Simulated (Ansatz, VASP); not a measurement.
**Ti in VASP and in Ansatz**

File POSCAR:

```
Ti
1.0
    2.7326285375      0.0000000000      0.0000000000
    0.0000000000      2.7326285375      0.0000000000
    0.0000000000      0.0000000000      2.7326285375
Ti
1
Direct
    0.0000000000      0.0000000000      0.0000000000
```

The input INCAR.step1:

```
SYSTEM = Ti
PREC = Accurate
ENCUT = 520
ISMEAR = -1
SIGMA = 0.1
LREAL = .FALSE.
LASPH = .TRUE.
NELM = 100
NBANDS = 12
GGA = PE
ALGO = Normal
EDIFF = 1E-4
LWAVE = .TRUE.
LCHARG = .FALSE.
```

Contents of INCAR.step2:

```
SYSTEM = Ti
PREC = Accurate
ENCUT = 520
EDIFF = 1E-6
ISMEAR = -1
SIGMA = 0.1
LREAL = .FALSE.
LASPH = .TRUE.
NELM = 100
ALGO = Normal
ISIF = 2
LWAVE = .FALSE.
LCHARG = .TRUE.
METAGGA = R2SCAN
LMIXTAU = .TRUE.
LELF = .TRUE.
LVHAR = .TRUE.
NBANDS = 12
ISTART = 1
```

Contents of KPOINTS:

```
regular mesh
0
G
  13 13 13
  0 0 0
```

Input for Ansatz:

```yaml
crystal:
  lattice:
    - [2.7326285375, 0.0, 0.0]
    - [0.0, 2.7326285375, 0.0]
    - [0.0, 0.0, 2.7326285375]
  atoms:
    - { symbol: Ti, position: [0.0, 0.0, 0.0] }
hamiltonian:
  xc: r2scan
  pseudopotentials:
    kind: paw
    azcp:
      Ti: "pseudopotentials/Ti.paw.azcp"
basis:
  ecutwfc: 500
  fft_grid_basis: typed
kpoints:
  mp_grid: { grid: [13, 13, 13], shift: [0, 0, 0] }
magnetization:
  spin_polarized: false
scf:
  occupations: { method: fermi_dirac, width: 0.1 }
  lower_state_search: "off"
output:
  stress: true
  write_density: true
  write_potential: true
  elf: true
  volumetric_format: npy
```

Alike in both runs: task single point; functional r2SCAN; k mesh 13 × 13 × 13; occupations fermi-dirac, width 0.1 eV; no spin polarisation.

|  | VASP | Ansatz |
| --- | --- | --- |
| version | VASP 6.6.1 | Ansatz 0.2.0 |
| potentials or method | VASP PAW PBE potentials, release 64 (Ti_sv), cutoff 520 eV | plane waves (500 eV) with PAW, scalar-relativistic |
| valence electrons in the cell | 12 | 12 |

Ansatz gave:

```
pressure (GPa) : -7.6
```

Question: Which values does VASP return?

Answer: Pressure (GPa): -7.4.

VASP's potentials were made for PBE, not for r2SCAN.
